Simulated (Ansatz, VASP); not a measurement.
NaH in VASP and in Ansatz

INCAR

```
SYSTEM = NaH
PREC = Accurate ; ENCUT = 520
EDIFF = 1E-7 ; ISMEAR = 0
SIGMA = 0.01 ; LREAL = .False.
LASPH = .True. ; NELM = 60
ALGO = Normal ; ISIF = 2
LWAVE = .False. ; LCHARG = .True.
GGA = PS ; LELF = .True.
LVHAR = .True. ; NBANDS = 11
```

The input KPOINTS:

```
Automatic mesh
0
Gamma
  8 8 8
  0 0 0
```

Contents of POSCAR:

```
NaH
1.0
    0.0000000000      2.3956768562      2.3956768562
    2.3956768562      0.0000000000      2.3956768562
    2.3956768562      2.3956768562      0.0000000000
Na H
1 1
Direct
    0.0000000000      0.0000000000      0.0000000000
    0.5000000000      0.5000000000      0.5000000000
```

Input for Ansatz:

```yaml
crystal:
  lattice:
    - [0.0, 2.39567685621, 2.39567685621]
    - [2.39567685621, 0.0, 2.39567685621]
    - [2.39567685621, 2.39567685621, 0.0]
  atoms:
    - { symbol: Na, position: [0.0, 0.0, 0.0] }
    - { symbol: H, position: [0.5, 0.5, 0.5] }
kpoints:
  mp_grid: { grid: [8, 8, 8] }
scf:
  occupations: { method: fixed }
  convergence: { dr2_threshold: 1.0e-10 }
hamiltonian:
  xc: pbesol
  pseudopotentials: { kind: all_electron, lapw: { basis_error: 0.0005 } }
output:
  forces: true
  stress: true
  eigenstates:
    kpoints:
      - [0.0, 0.0, 0.0]
      - [0.0, -0.5, 0.0]
      - [-0.5, 0.0, 0.0]
      - [0.0, 0.0, -0.5]
      - [-0.5, -0.5, -0.5]
      - [-0.25, -0.5, -0.75]
      - [-0.5, -0.25, -0.75]
      - [-0.25, -0.75, -0.5]
      - [-0.5, 0.0, -0.5]
      - [0.0, -0.5, -0.5]
      - [-0.5, -0.5, 0.0]
  eigenvalues: true
```

Change from the starting cell: unstrained.

Alike in both runs: task single point; functional PBEsol; k mesh 8 × 8 × 8; no spin polarisation.

|  | VASP | Ansatz |
| --- | --- | --- |
| version | VASP 6.6.1 | Ansatz 0.2.0 |
| potentials or method | VASP PAW PBE potentials, release 64 (Na_pv, H), cutoff 520 eV | all-electron LAPW, scalar-relativistic |
| occupations | gaussian, width 0.01 eV | fixed |

|  | VASP | Ansatz | Ansatz less VASP |
| --- | --- | --- | --- |
| gap on the k mesh at the Fermi level (eV) | 3.60 | 3.61 | +0.003 |
| pressure (GPa) | 0.0 | 0.0 | 0.00 |

VASP's potentials were made for PBE, not for PBEsol. Ansatz ran all-electron here, and VASP with PAW potentials.
